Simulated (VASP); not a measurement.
Crystal: SnTe.

```
CELL_PARAMETERS angstrom
0.00000 4.27208 4.90569
3.14528 0.00000 4.90569
3.14528 4.27208 0.00000
ATOMIC_POSITIONS crystal
Sn 0.74473 0.25527 0.74473
Sn 0.25527 0.74473 0.25527
Te 0.72387 0.72387 0.27613
Te 0.27613 0.27613 0.72387
```

```yaml
Program: VASP 6.6.1
Task: relaxation of cell and atoms
Functional: PBE
Potentials_or_basis: VASP PAW PBE potentials, release 64 (Sn_d, Te)
Cutoff: 600 eV
k_mesh: 8 × 8 × 8
Occupations: gaussian, width 0.01 eV
Spin: no spin polarisation
```

At the start: pressure 0.1 GPa; volume 32.96 Å³/atom.

Task: Where does the relaxation end?

Result: Over 13 steps the energy falls by 3.9 meV/atom and the volume is 33.33 Å³/atom (+1.1 %); space group Fmmm (No. 69, to 0.1 Å) before and after.

Step by step:
| step | energy change (eV) | largest force (eV/Å) | pressure (GPa) | volume (Å³) |
| --- | --- | --- | --- | --- |
| 1 | 0.0000 | 0.1090 | 0.13 | 131.83 |
| 2 | -0.0116 | 0.0490 | 0.01 | 132.32 |
| 3 | -0.0123 | 0.0653 | 0.02 | 132.23 |
| 4 | -0.0129 | 0.0605 | 0.01 | 132.32 |
| 5 | -0.0143 | 0.0455 | -0.02 | 132.60 |
| 6 | -0.0148 | 0.0332 | -0.08 | 133.14 |
| 7 | -0.0149 | 0.0266 | -0.06 | 132.92 |
| 8 | -0.0151 | 0.0036 | 0.17 | 132.47 |
| 9 | -0.0152 | 0.0063 | 0.10 | 132.61 |
| 10 | -0.0152 | 0.0097 | 0.07 | 132.66 |
| 11 | -0.0155 | 0.0069 | 0.03 | 133.02 |
| 12 | -0.0156 | 0.0125 | -0.01 | 133.48 |
| 13 | -0.0156 | 0.0083 | 0.00 | 133.32 |

Final structure:
```yaml
crystal:
  lattice:
    - [0.00000, 4.23820, 4.93864]
    - [3.18472, 0.00000, 4.93864]
    - [3.18472, 4.23820, 0.00000]
  atoms:
    - { symbol: Sn, position: [0.74014, 0.25986, 0.74014] }
    - { symbol: Sn, position: [0.25986, 0.74014, 0.25986] }
    - { symbol: Te, position: [0.72291, 0.72291, 0.27709] }
    - { symbol: Te, position: [0.27709, 0.27709, 0.72291] }
```
